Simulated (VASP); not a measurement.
# KSn15S16 (a cell with a defect): single point with PBE

KSn15S16 (a cell with a defect):

```xyz
32
Lattice="11.3920 0.0000 0.0000 0.0000 7.9137 0.0000 0.0000 0.0000 9.0656" Properties=species:S:1:pos:R:3 pbc="T T T"
K     6.9049    0.9892    1.9121
Sn    7.1480    0.9892    6.2046
Sn    7.0978    4.9461    1.4401
Sn    7.1337    4.9461    6.2950
Sn    4.2323    3.0190    2.8896
Sn    4.3487    2.9396    7.4520
Sn    4.2323    6.8731    2.8896
Sn    4.3487    6.9525    7.4520
Sn   10.0583    2.9567    3.8863
Sn    9.9709    2.9828    8.4596
Sn   10.0583    6.9355    3.8863
Sn    9.9709    6.9094    8.4596
Sn    1.2369    0.9892    0.6753
Sn    1.3386    0.9892    5.1929
Sn    1.3272    4.9461    0.5858
Sn    1.2905    4.9461    5.1952
S     3.9830    0.9892    0.1399
S     3.9426    0.9892    4.6265
S     3.9726    4.9461    0.1240
S     3.9369    4.9461    4.6407
S     7.4750    2.9406    4.4446
S     7.4072    3.0506    8.7445
S     7.4750    6.9516    4.4446
S     7.4072    6.8415    8.7445
S     1.6706    3.0000    2.3829
S     1.7239    2.9646    6.9314
S     1.6706    6.8921    2.3829
S     1.7239    6.9275    6.9314
S     9.9452    0.9892    2.1686
S     9.7519    0.9892    6.6936
S     9.7022    4.9461    2.1115
S     9.7861    4.9461    6.6622
```

```yaml
Program: VASP 6.6.1
Task: single point
Functional: PBE
Potentials_or_basis: VASP PAW PBE potentials, release 64 (K_sv, Sn_d, S)
Cutoff: 520 eV
k_mesh: 2 × 3 × 2
Occupations: fermi-dirac, width 0.01 eV
Spin: no spin polarisation
Dipole_correction: no
Charge: -1
Further_INCAR_settings: LREAL = Auto; ALGO = Normal; EDIFF = 1e-07; NBANDS = 180; NELECT = 316.0
```

| Item | Value |
| --- | --- |
| Largest force | 0.022 eV/Å |

Forces in eV/Å, atoms in the order of the input:
```
K   -0.009  0.000  0.002
Sn  -0.009  0.000  0.001
Sn   0.006  0.000  0.006
Sn   0.022  0.000 -0.006
Sn  -0.007  0.002 -0.015
Sn   0.000  0.003 -0.001
Sn  -0.007 -0.002 -0.015
Sn   0.000 -0.003 -0.001
Sn   0.000  0.000  0.006
Sn  -0.008  0.005  0.009
Sn   0.000  0.000  0.006
Sn  -0.008 -0.005  0.009
Sn  -0.006  0.000 -0.011
Sn   0.007  0.000  0.004
Sn   0.007  0.000 -0.015
Sn  -0.001  0.000  0.002
S   -0.001  0.000 -0.001
S    0.000  0.000  0.007
S   -0.004  0.000  0.009
S    0.004  0.000  0.003
S    0.000  0.002 -0.003
S    0.007  0.007 -0.005
S    0.000 -0.002 -0.003
S    0.007 -0.007 -0.005
S    0.001  0.001  0.011
S   -0.001  0.003  0.007
S    0.001 -0.001  0.011
S   -0.001 -0.003  0.007
S    0.009  0.000 -0.001
S   -0.004  0.000 -0.007
S   -0.003  0.000 -0.005
S   -0.004  0.000 -0.004
```

Levels at points of the mesh, in eV from the Fermi level:
| k point | band 154 | band 155 | band 156 | band 157 | band 158 | band 159 | band 160 | band 161 | band 162 | band 163 |
| --- | --- | --- | --- | --- | --- | --- | --- | --- | --- | --- |
| (0.00, 0.00, 0.00) | -1.17 | -1.13 | -0.88 | -0.61 | -0.32 | 0.73 | 0.86 | 0.94 | 0.98 | 1.22 |
| (0.50, 0.00, 0.00) | -1.04 | -0.99 | -0.92 | -0.64 | -0.35 | 0.94 | 1.10 | 1.12 | 1.15 | 1.28 |
| (0.00, 0.00, 0.50) | -1.18 | -0.93 | -0.81 | -0.74 | -0.55 | 0.95 | 1.04 | 1.06 | 1.08 | 1.16 |
| (0.50, 0.00, 0.50) | -1.27 | -1.24 | -1.04 | -1.01 | -0.89 | 1.53 | 1.61 | 1.71 | 1.77 | 1.83 |

It took 18 min on 1 thread of Intel(R) Xeon(R) 6975P-C (Granite Rapids), with other jobs on the host, peak memory 1.2 GiB.

Caveat: the cell carries a net charge on a neutralising background, which shifts energy and pressure; the cell is charged against a uniform background, so pressure and absolute levels hang on convention; spin-orbit coupling is left out, which moves the levels of the heavy elements.
